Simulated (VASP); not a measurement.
# SiC (P6_3mc) in VASP: a series of runs

Runs on SiC. Level: LDA. Tasks: single point.

Program: VASP 6.6.1. These are calculated values, not measurements. Logs are shortened: lines on timing, memory, paths and dates and some standing lists are left out, and cuts for length are marked.

## (1) The cell of the first run

The structure is hexagonal, space group P6_3mc (No. 186). The conventional cell has a = 2.884 Å, b = 2.884 Å, c = 4.733 Å, α = 90.00°, β = 90.00°, γ = 120.00°. Si (site symmetry 3m) has 4 C at 1.77 to 1.78 Å within 2.3 Å. C (site symmetry 3m) has 4 Si at 1.77 to 1.78 Å within 2.3 Å.

## (2) Single point, LDA (volume 8.521 Å^3 an atom, c/a of the conventional cell 1.6413)

INCAR

```
PREC = Accurate ; ENCUT = 520
EDIFF = 1E-6 ; ISMEAR = 0
SIGMA = 0.05 ; LREAL = False
LASPH = True ; NELM = 80
ALGO = Normal ; ISIF = 2
LWAVE = False ; LCHARG = True
LELF = True ; LVHAR = True
NBANDS = 16
```

KPOINTS

```
Automatic mesh
0
Gamma
  12 12 6
```

POSCAR

```
SiC
1.0
    2.8836499162      0.0000000000      0.0000000000
   -1.4418249581      2.4973140831      0.0000000000
    0.0000000000      0.0000000000      4.7329820322
Si C
2 2
Direct
    0.3333333333      0.6666666667      0.0047408644
    0.6666666667      0.3333333333      0.5047408644
    0.3333333333      0.6666666667      0.3802591356
    0.6666666667      0.3333333333      0.8802591356
```

Potentials or basis: VASP PAW LDA potentials, release 64 (Si, C).

Run with:

```
$ cat potpaw_LDA.64/Si/POTCAR potpaw_LDA.64/C/POTCAR > POTCAR
$ mpirun -np 1 vasp_std > vasp.out
```

OUTCAR:

```text
PREC = Accurate
   ENCUT = 520
   EDIFF = 1E-6
   ISMEAR = 0
   LREAL = False
   LASPH = True
   NELM = 80
   ISIF = 2

 ion  position               nearest neighbor table
   1  0.333  0.667  0.005-   4 1.77   4 1.77   4 1.77   3 1.78   2 2.89   2 2.89   2 2.89   2 2.89
                             2 2.89   2 2.89
   2  0.667  0.333  0.505-   3 1.77   3 1.77   3 1.77   4 1.78   1 2.89   1 2.89   1 2.89   1 2.89
                             1 2.89   1 2.89
   3  0.333  0.667  0.380-   2 1.77   2 1.77   2 1.77   1 1.78
   4  0.667  0.333  0.880-   1 1.77   1 1.77   1 1.77   2 1.78

  LATTYP: Found a hexagonal cell.
 ALAT       =     2.8836499162
 C/A-ratio  =     1.6413164461

  Lattice vectors:

 A1 = (   2.8836499162,   0.0000000000,   0.0000000000)
 A2 = (  -1.4418249581,   2.4973140831,   0.0000000000)
 A3 = (   0.0000000000,   0.0000000000,   4.7329820322)

Analysis of symmetry for initial positions (statically):
=====================================================================
 Subroutine PRICEL returns:
 Original cell was already a primitive cell.

 Routine SETGRP: Setting up the symmetry group for a
 hexagonal supercell.

 Subroutine GETGRP returns: Found 12 space group operations
 (whereof  6 operations were pure point group operations)
 out of a pool of 24 trial point group operations.

The static configuration has the point symmetry C_3v.
 The point group associated with its full space group is C_6v.

Analysis of symmetry for dynamics (positions and initial velocities):
=====================================================================
 Subroutine PRICEL returns:
 Original cell was already a primitive cell.

 Routine SETGRP: Setting up the symmetry group for a
 hexagonal supercell.

 Subroutine GETGRP returns: Found 12 space group operations
 (whereof  6 operations were pure point group operations)
 out of a pool of 24 trial point group operations.

The dynamic configuration has the point symmetry C_3v.
 The point group associated with its full space group is C_6v.

 Subroutine INISYM returns: Found 12 space group operations
 (whereof  6 operations are pure point group operations),
 and found     1 'primitive' translations

----------------------------------------------------------------------------------------

                                     Primitive cell

  volume of cell :      34.0840

  direct lattice vectors                    reciprocal lattice vectors
     2.883649916  0.000000000  0.000000000     0.346782733  0.200215104  0.000000000
    -1.441824958  2.497314083  0.000000000     0.000000000  0.400430209  0.000000000
     0.000000000  0.000000000  4.732982032     0.000000000  0.000000000  0.211283287

  length of vectors
     2.883649916  2.883649916  4.732982032     0.400430209  0.400430209  0.211283287

  position of ions in fractional coordinates (direct lattice)
     0.333333333  0.666666667  0.004740864
     0.666666667  0.333333333  0.504740864
     0.333333333  0.666666667  0.380259136
     0.666666667  0.333333333  0.880259136

  ion indices of the primitive-cell ions
   primitive index   ion index
                 1           1
                 2           2
                 3           3
                 4           4

----------------------------------------------------------------------------------------

 KPOINTS: Automatic mesh

Automatic generation of k-mesh.
 Grid dimensions read from file:
 generate k-points for:   12   12    6

 Generating k-lattice:

  Cartesian coordinates                     Fractional coordinates (reciprocal lattice)
     0.028898561  0.016684592  0.000000000     0.083333333  0.000000000  0.000000000
     0.000000000  0.033369184  0.000000000     0.000000000  0.083333333  0.000000000
     0.000000000  0.000000000  0.035213881     0.000000000  0.000000000  0.166666667

  Length of vectors
     0.033369184  0.033369184  0.035213881

  Shift w.r.t. Gamma in fractional coordinates (k-lattice)
     0.000000000  0.000000000  0.000000000

 Subroutine IBZKPT returns following result:
 ===========================================

 Found     76 irreducible k-points:

 Following reciprocal coordinates:
            Coordinates               Weight
  0.000000  0.000000  0.000000      1.000000
  0.083333 -0.000000  0.000000      6.000000
  0.166667 -0.000000  0.000000      6.000000
  0.250000 -0.000000  0.000000      6.000000
  0.333333  0.000000  0.000000      6.000000
  0.416667 -0.000000  0.000000      6.000000
[... 16 lines left out ...]
  0.250000 -0.000000  0.166667     12.000000
  0.333333  0.000000  0.166667     12.000000
 [... further k-points ...]
   k-points           NKPTS =     76   k-points in BZ     NKDIM =     76   number of bands    NBANDS=     16
   number of dos      NEDOS =    301   number of ions     NIONS =      4
   total plane-waves  NPLWV =  20736
   dimension x,y,z NGX =    24 NGY =   24 NGZ =   36
   dimension x,y,z NGXF=    48 NGYF=   48 NGZF=   72
   ions per type =               2   2
   NGX,Y,Z   is equivalent  to a cutoff of  13.84, 13.84, 12.64 a.u.
   NGXF,Y,Z  is equivalent  to a cutoff of  27.67, 27.67, 25.29 a.u.
 SYSTEM =  unknown system
   PREC   = accura    normal or accurate (medium, high low for compatibility)
   ISTART =      0    job   : 0-new  1-cont  2-samecut
   ICHARG =      2    charge: 1-file 2-atom 10-const
   ISPIN  =      1    spin polarized calculation?
   LNONCOLLINEAR =      F non collinear calculations
   LSORBIT =      F    spin-orbit coupling
   LASPH  =      T    aspherical Exc in radial PAW
   ENCUT  =  520.0 eV  38.22 Ry    6.18 a.u.   5.36  5.36  8.80*2*pi/ulx,y,z
   NELM   =     80;   NELMIN=  2; NELMDL= -5     # of ELM steps
   EDIFF  = 0.1E-05   stopping-criterion for ELM
   LREAL  =      F    real-space projection
   EDIFFG = 0.1E-04   stopping-criterion for IOM
   NSW    =      0    number of steps for IOM
   IBRION =     -1    ionic relax: 0-MD 1-quasi-New 2-CG
   NFREE  =      0    steps in history (QN), initial steepest desc. (CG)
   ISIF   =      2    stress and relaxation
   ISYM   =      2    0-nonsym 1-usesym 2-fastsym
   POTIM  = 0.5000    time-step for ionic-motion
   TEBEG  =    0.0;   TEEND  =   0.0 temperature during run
   PSTRESS=    0.0 pullay stress
   NELECT =      16.0000    total number of electrons
   NUPDOWN=      -1.0000    fix difference up-down
   EMIN   =  10.00;   EMAX   =-10.00  energy-range for DOS
   EFERMI =   0.00;   METHOD = LEGACY
   ISMEAR =     0;   SIGMA  =   0.05  broadening in eV -4-tet -1-fermi 0-gaus
   EFERMI_NEDOS =   21; number of points for ismear=-14 and -15
   IALGO  =     38    algorithm
   IMIX   =      4    mixing-type and parameters
     AMIX     =   0.40;   BMIX     =  1.00
     AMIX_MAG =   1.60;   BMIX_MAG =  1.00
  volume/ion in A,a.u.               =       8.52        57.50
  Fermi-wavevector in a.u.,A,eV,Ry     =   1.272325  2.404345 22.025251  1.618810
  Thomas-Fermi vector in A             =   2.405209
   LORBIT       =      0    0 simple, 1 ext, 2 COOP (PROOUT), +10 PAW based schemes
   GGA     = CA    functional components
   LHFCALC =     F    Hartree Fock is set to
   AEXX    =    0.0000 exact exchange contribution
   IVDW    =     0    specifies the selected vdW correction
   LEPSILON=     F    determine dielectric tensor
   LRPA    =     F    only Hartree local field effects (RPA)
 non-spin polarized calculation
 Gauss-broadening in eV      SIGMA  =   0.05
  energy-cutoff  :      520.00
  volume of cell :       34.08
 maximum number of plane-waves:       941
 NGX is ok and might be reduce to    24
   NGX = 11   NGY = 11   NGZ = 17

 number of electron      16.0000001 magnetization

 Free energy of the ion-electron system (eV)
  ---------------------------------------------------
  ext. energy  EPLUGINS =         0.00000000
  ---------------------------------------------------
  free energy    TOTEN  =       -32.26643277 eV

  energy without entropy =      -32.26643277  energy(sigma->0) =      -32.26643277

 E-fermi :  10.8321     XC(G=0): -12.3954

 val. band max:       10.5960650101   @ k =   0.0000   0.0000   0.0000
 cond. band min:      12.3671310494   @ k =   0.3333   0.3333   0.0000
 fundamental gap:      1.7710660393
 Fermi energy:        10.8320827040

 k-point     1 :       0.0000    0.0000    0.0000
  band No.  band energies     occupation
      1      -6.5037      2.00000
      2      -2.1017      2.00000
      3       0.6858      2.00000
      4       9.2066      2.00000
      5       9.2066      2.00000
      6      10.4644      2.00000
[... 8 lines left out ...]
     15      20.8892      0.00000
     16      22.7975      0.00000

 k-point     2 :       0.0833   -0.0000    0.0000
  band No.  band energies     occupation
      1      -6.3634      2.00000
      2      -1.9824      2.00000
      3       0.8214      2.00000
      4       8.4738      2.00000
      5       8.9519      2.00000
      6      10.1541      2.00000
[... 8 lines left out ...]
     15      21.1597      0.00000
     16      21.7630      0.00000

 k-point     3 :       0.1667   -0.0000    0.0000
  band No.  band energies     occupation
      1      -5.9455      2.00000
      2      -1.6331      2.00000
      3       1.2231      2.00000
      4       6.8165      2.00000
      5       8.3909      2.00000
      6       9.0424      2.00000
[... 8 lines left out ...]
     15      21.4043      0.00000
     16      21.5783      0.00000

 k-point     4 :       0.2500   -0.0000    0.0000
  band No.  band energies     occupation
      1      -5.2598      2.00000
      2      -1.0907      2.00000
      3       1.8691      2.00000
      4       4.9139      2.00000
      5       7.5871      2.00000
      6       7.7938      2.00000
[... 8 lines left out ...]
     15      21.9583      0.00000
     16      22.3891      0.00000
[... 324 lines left out ...]
 k-point    22 :       0.1667   -0.0000    0.1667
  band No.  band energies     occupation
      1      -5.7894      2.00000
      2      -2.3690      2.00000
      3       2.1814      2.00000
      4       6.9468      2.00000
      5       8.4930      2.00000
      6       8.6466      2.00000
[... 8 lines left out ...]
     15      21.4938      0.00000
     16      22.1986      0.00000

 k-point    23 :       0.2500   -0.0000    0.1667
  band No.  band energies     occupation
      1      -5.1058      2.00000
      2      -1.7732      2.00000
      3       2.7021      2.00000
      4       5.1199      2.00000
      5       7.1473      2.00000
      6       7.9049      2.00000
[... 8 lines left out ...]
     15      22.4944      0.00000
     16      22.9795      0.00000

 k-point    24 :       0.3333    0.0000    0.1667
  band No.  band energies     occupation
      1      -4.1801      2.00000
      2      -1.0437      2.00000
      3       2.6632      2.00000
      4       4.1422      2.00000
      5       5.5416      2.00000
      6       7.4211      2.00000
[... 8 lines left out ...]
     15      23.7312      0.00000
     16      24.1590      0.00000

 [... further k-points ...]
[... 5 lines left out ...]
  --------------------------------------------------------------------------------------
  -------------------------------------------------------------------------------------
  Total       12.1070787     12.1070787     11.8539847      0.0000000      0.0000000      0.0000000
  in kB      569.1141589    569.1141589    557.2170411      0.0000000      0.0000000      0.0000000
  external PRESSURE =     565.1484529 kB  Pullay stress =       0.0000000 kB

 VOLUME and BASIS-vectors are now :
 -----------------------------------------------------------------------------
  energy-cutoff  :      520.00
  volume of cell :       34.08
      direct lattice vectors                 reciprocal lattice vectors
     2.883649916  0.000000000  0.000000000     0.346782733  0.200215104  0.000000000
    -1.441824958  2.497314083  0.000000000     0.000000000  0.400430209  0.000000000
     0.000000000  0.000000000  4.732982032     0.000000000  0.000000000  0.211283287

 POSITION                                       TOTAL-FORCE (eV/Angst)
 -----------------------------------------------------------------------------------
     -0.00000      1.66488      0.02244         0.000000     -0.000000     -0.003011
      1.44182      0.83244      2.38893        -0.000000      0.000000     -0.003011
     -0.00000      1.66488      1.79976         0.000000     -0.000000      0.003011
      1.44182      0.83244      4.16625        -0.000000      0.000000      0.003011
 -----------------------------------------------------------------------------------
    total drift:                               -0.000000      0.000000      0.000601

  FREE ENERGIE OF THE ION-ELECTRON SYSTEM (eV)
  ---------------------------------------------------
  free  energy   TOTEN  =       -32.2664327712 eV

  energy  without entropy=      -32.2664327712  energy(sigma->0) =      -32.26643277
```

Run time: 86 s. Hardware: 1 thread of AMD EPYC 7R13, shared host; peak memory 0.12 GiB.

What came out:

```yaml
Free_energy: -32.2664 eV
Pressure: 56.5 GPa
Largest_force: 0.003 eV/Å
Band_gap_on_the_k_mesh: 1.77 eV, indirect (least direct gap 4.26 eV)
```

Forces on the atoms (eV/Å):
```
Si   0.000  0.000 -0.003
Si   0.000  0.000 -0.003
C    0.000  0.000  0.003
C    0.000  0.000  0.003
```

Levels at points of the mesh, in eV from the valence-band top:
| k point | band 4 | band 5 | band 6 | band 7 | band 8 | band 9 | band 10 | band 11 | band 12 | band 13 |
| --- | --- | --- | --- | --- | --- | --- | --- | --- | --- | --- |
| (0.00, 0.00, 0.00) | -1.39 | -1.39 | -0.13 | 0.00 | 0.00 | 6.49 | 7.79 | 7.79 | 8.14 | 9.54 |
| (0.50, 0.00, 0.00) | -6.78 | -6.13 | -3.89 | -3.71 | -1.24 | 3.03 | 4.31 | 7.82 | 8.30 | 11.28 |
| (0.00, 0.00, 0.50) | -4.82 | -0.74 | -0.74 | -0.74 | -0.74 | 7.53 | 7.53 | 8.36 | 8.36 | 8.36 |
| (0.50, 0.00, 0.50) | -9.24 | -2.70 | -2.70 | -2.52 | -2.52 | 3.59 | 3.59 | 6.07 | 6.07 | 11.67 |

 A k mesh can miss the band edges.

## (3) Single point, LDA (volume 8.521 Å^3 an atom, c/a of the conventional cell 1.5768)

INCAR

```
PREC     = Accurate       # precision mode
ENCUT    = 520            # plane-wave cutoff, eV
EDIFF    = 1E-6           # SCF threshold, eV
ISMEAR   = 0              # smearing method
SIGMA    = 0.05           # smearing width, eV
LREAL    = False          # projectors in reciprocal space
LASPH    = True           # aspherical terms in the spheres
NELM     = 100            # most SCF steps
ALGO     = Normal         # electronic algorithm
ISIF     = 2              # what is computed and relaxed
LWAVE    = False          # write WAVECAR
LCHARG   = False          # write CHGCAR
GGA      = CA             # functional
NBANDS   = 16             # bands
```

KPOINTS

```
regular mesh
0
Gamma
  12 12 6
```

POSCAR

```
SiC
1.0
    2.9224545869      0.0000000000      0.0000000000
   -1.4612272935      2.5309199136      0.0000000000
    0.0000000000      0.0000000000      4.6081263926
Si C
2 2
Direct
    0.3333333333      0.6666666667      0.0007747456
    0.6666666667      0.3333333333      0.5007747456
    0.3333333333      0.6666666667      0.3842252544
    0.6666666667      0.3333333333      0.8842252544
```

Potentials or basis: VASP PAW LDA potentials, release 64 (Si, C).

Run with:

```
$ cat potpaw_LDA.64/Si/POTCAR potpaw_LDA.64/C/POTCAR > POTCAR
$ mpirun -np 1 vasp_std > vasp.out
```

Wall time 84 s (1 thread of AMD EPYC 7R13, shared host); peak memory 0.12 GiB.

The run converged. Its results:

| Quantity | Value |
| --- | --- |
| Free energy | -32.2073 eV |
| Pressure | 56.0 GPa |
| Largest force | 0.005 eV/Å |
| Band gap on the k mesh | 1.74 eV, indirect (least direct gap 3.94 eV) |

Forces in eV/Å, atoms in the order of the input:
```
Si   0.000  0.000 -0.005
Si   0.000  0.000 -0.005
C    0.000  0.000  0.005
C    0.000  0.000  0.005
```

Stress tensor (GPa, compression positive):
```
48.85  0.00  0.00
 0.00 48.85  0.00
 0.00  0.00 70.44
```

Levels at points of the mesh, in eV from the valence-band top:
| k point | band 6 | band 7 | band 8 | band 9 | band 10 | band 11 |
| --- | --- | --- | --- | --- | --- | --- |
| (0.00, 0.00, 0.00) | -0.47 | -0.47 | 0.00 | 5.49 | 7.07 | 7.07 |
| (0.50, 0.00, 0.00) | -4.33 | -4.09 | -1.58 | 2.36 | 4.42 | 7.46 |
| (0.00, 0.00, 0.50) | -1.33 | -1.33 | -1.33 | 6.75 | 6.75 | 7.66 |
| (0.50, 0.00, 0.50) | -3.22 | -2.52 | -2.52 | 3.42 | 3.42 | 5.90 |

## (4) Single point, LDA (volume 8.521 Å^3 an atom, c/a of the conventional cell 1.7084)

INCAR

```
SYSTEM = SiC
ALGO = Normal
EDIFF = 1E-6
ENCUT = 520
GGA = CA
ISIF = 2
ISMEAR = 0
LASPH = .TRUE.
LCHARG = .FALSE.
LREAL = .FALSE.
LWAVE = .FALSE.
NBANDS = 16
NELM = 80
PREC = Accurate
SIGMA = 0.05
```

KPOINTS

```
k-points
0
G
  12 12 6
  0 0 0
```

POSCAR

```
SiC
1.0
    2.8454008313      0.0000000000      0.0000000000
   -1.4227004157      2.4641894039      0.0000000000
    0.0000000000      0.0000000000      4.8610827802
Si C
2 2
Direct
    0.3333333333      0.6666666667      0.0081554276
    0.6666666667      0.3333333333      0.5081554276
    0.3333333333      0.6666666667      0.3768445724
    0.6666666667      0.3333333333      0.8768445724
```

Run with:

```
$ cat potpaw_LDA.64/Si/POTCAR potpaw_LDA.64/C/POTCAR > POTCAR
$ mpirun -np 1 vasp_std > vasp.out
```

It took 87 s on 1 thread of AMD EPYC 7R13, shared host; peak memory 0.12 GiB.

It converged, with:

* Free energy: -32.1886 eV
* Pressure: 56.6 GPa
* Band gap on the k mesh: 1.31 eV, indirect (least direct gap 4.54 eV)

Forces on the atoms (eV/Å):
```
Si   0.000  0.000  0.002
Si   0.000  0.000  0.002
C    0.000  0.000 -0.002
C    0.000  0.000 -0.002
```

Stress tensor (GPa, compression positive):
```
65.49  0.00  0.00
 0.00 65.49  0.00
 0.00  0.00 38.91
```

Levels at points of the mesh, in eV from the valence-band top:
```csv
k point,band 4,band 5,band 6,band 7,band 8,band 9,band 10,band 11,band 12,band 13
"(0.00, 0.00, 0.00)",-1.21,-1.21,-0.77,0.00,0.00,6.83,6.99,8.02,8.02,9.70
"(0.50, 0.00, 0.00)",-7.16,-6.38,-4.19,-3.59,-1.36,3.18,3.71,7.69,8.24,10.60
"(0.00, 0.00, 0.50)",-5.49,-0.64,-0.64,-0.64,-0.64,7.76,7.76,8.56,8.56,8.56
"(0.50, 0.00, 0.50)",-9.40,-3.01,-3.01,-2.67,-2.67,3.18,3.18,5.82,5.82,11.28
```

 A k mesh can miss the band edges.

(Part 1 of 2 ends here.)
